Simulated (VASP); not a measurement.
Wanted: the native input for a VASP 6.6.1 run.

```
Task                   : single point
Functional             : PBEsol
Potentials or basis    : VASP PAW PBE potentials, release 64 (C)
Cutoff                 : 520 eV
k mesh                 : 5 × 5 × 15
Occupations            : gaussian, width 0.05 eV
Spin                   : no spin polarisation
Dipole correction      : no
Further INCAR settings : ALGO = Normal; EDIFF = 1e-06; NBANDS = 8
```

The structure of C lies in POSCAR:

```
C
1.0
    4.2618170000     -0.0046260000     -0.0303930000
   -0.0046260000      4.3021000000      0.0117740000
   -0.0091590000      0.0035480000      1.2664000000
C
1
Direct
    0.4960000000      0.4997220000      0.5497050000
```

These files were run (other wordings do the same):

INCAR

```
SYSTEM = C
ALGO     = Normal         ! electronic algorithm
EDIFF    = 1E-6           ! SCF threshold, eV
ENCUT    = 520            ! plane-wave cutoff, eV
GGA      = PS             ! functional
ISIF     = 2              ! what is computed and relaxed
ISMEAR   = 0              ! smearing method
LASPH    = .TRUE.         ! aspherical terms in the spheres
LCHARG   = .FALSE.        ! write CHGCAR
LREAL    = .FALSE.        ! projectors in reciprocal space
LWAVE    = .FALSE.        ! write WAVECAR
NBANDS   = 8              ! bands
NELM     = 60             ! most SCF steps
PREC     = Accurate       ! precision mode
SIGMA    = 0.05           ! smearing width, eV
```

KPOINTS

```
k-points
0
G
  5 5 15
  0 0 0
```

Potentials or basis: VASP PAW PBE potentials, release 64 (C).

Launch:

```sh
$ cat potpaw_PBE.64/C/POTCAR > POTCAR
$ mpirun -np 1 vasp_std > vasp.out
```

It gave:

| Item | Value |
| --- | --- |
| Pressure | 3.6 GPa |
| Band gap on the k mesh | zero (bands 2 and 3 overlap by 15.05 eV) |

Caveat: the cell stands under pressure; the PAW data sets were made with another functional, which shifts forces and pressure a little.

Wall time 31 s on 1 thread of Intel Xeon 8259CL, with other jobs on the host, peak memory 0.14 GiB.
